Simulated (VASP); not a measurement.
Set up this calculation in VASP 6.6.1, as the native input.

- Task: single point
- Functional: r2SCAN
- Potentials or basis: VASP PAW PBE potentials, release 64 (Cu, Be, Ge_d, Se)
- Cutoff: 520 eV
- k mesh: 6 × 6 × 6
- Occupations: gaussian, width 0.01 eV
- Spin: no spin polarisation
- Dipole correction: no
- Further INCAR settings: ALGO = Normal; EDIFF = 1e-07; NBANDS = 41

BeCu2GeSe4:

```xyz
8
Lattice="-2.7517 2.7517 5.3496 2.7517 -2.7517 5.3496 2.7517 2.7517 -5.3496" Properties=species:S:1:pos:R:3 pbc="T T T"
Cu    0.0000    0.0000    0.0000
Cu    0.0000    2.7517    2.6748
Be    2.7517    0.0000    2.6748
Ge    0.0000    0.0000    5.3496
Se    4.1939    1.4395   -1.4086
Se    1.4395    1.3095    1.4086
Se   -1.4422    1.3122    3.9410
Se    1.3122    1.4422    6.7583
```

The input as run:

POSCAR

```
BeCu2GeSe4
1.0
   -2.7517368354      2.7517368354      5.3496265519
    2.7517368354     -2.7517368354      5.3496265519
    2.7517368354      2.7517368354     -5.3496265519
Cu Be Ge Se
2 1 1 4
Direct
    0.0000000000      0.0000000000      0.0000000000
    0.7500000000      0.2500000000      0.5000000000
    0.2500000000      0.7500000000      0.5000000000
    0.5000000000      0.5000000000      0.0000000000
    0.1299135853      0.6303946154      1.0236232207
    0.3696053846      0.3932286054      0.4995189700
    0.6067713946      0.1062903646     -0.0236232207
    0.8937096354      0.8700864147      0.5004810300
```

INCAR.step1

```
  PREC = Accurate
  ENCUT = 520
  ISMEAR = 0
  SIGMA = 0.01
  LREAL = F
  LASPH = T
  NELM = 80
  NBANDS = 41
  GGA = PE
  ALGO = Normal
  EDIFF = 1E-4
  LWAVE = T
  LCHARG = F
```

INCAR.step2

```
  PREC = Accurate
  ENCUT = 520
  EDIFF = 1E-7
  ISMEAR = 0
  SIGMA = 0.01
  LREAL = F
  LASPH = T
  NELM = 80
  ALGO = Normal
  ISIF = 2
  LWAVE = F
  LCHARG = F
  METAGGA = R2SCAN
  LMIXTAU = T
  NBANDS = 41
  ISTART = 1
```

KPOINTS

```
regular mesh
0
Gamma
  6 6 6
```

Potentials or basis: VASP PAW PBE potentials, release 64 (Cu, Be, Ge_d, Se).

Launch:

```sh
$ cat potpaw_PBE.64/Cu/POTCAR potpaw_PBE.64/Be/POTCAR potpaw_PBE.64/Ge_d/POTCAR potpaw_PBE.64/Se/POTCAR > POTCAR
$ cp INCAR.step1 INCAR
$ mpirun -np 1 vasp_std > vasp.out
$ cp INCAR.step2 INCAR
$ mpirun -np 1 vasp_std > vasp.out
```

Results of the run:

```json
{"Pressure": "0.1 GPa", "Largest force": "0.006 eV/Å", "Band gap on the k mesh": "0.62 eV (least direct gap 0.71 eV)"}
```

Caveat: semilocal functionals underestimate gaps, and a narrow one can read as zero; the PAW data sets were made with another functional, which shifts forces and pressure a little.

Wall time 12 min on 1 thread of Intel(R) Xeon(R) 6975P-C (Granite Rapids) (shared host), peak memory 0.52 GiB.
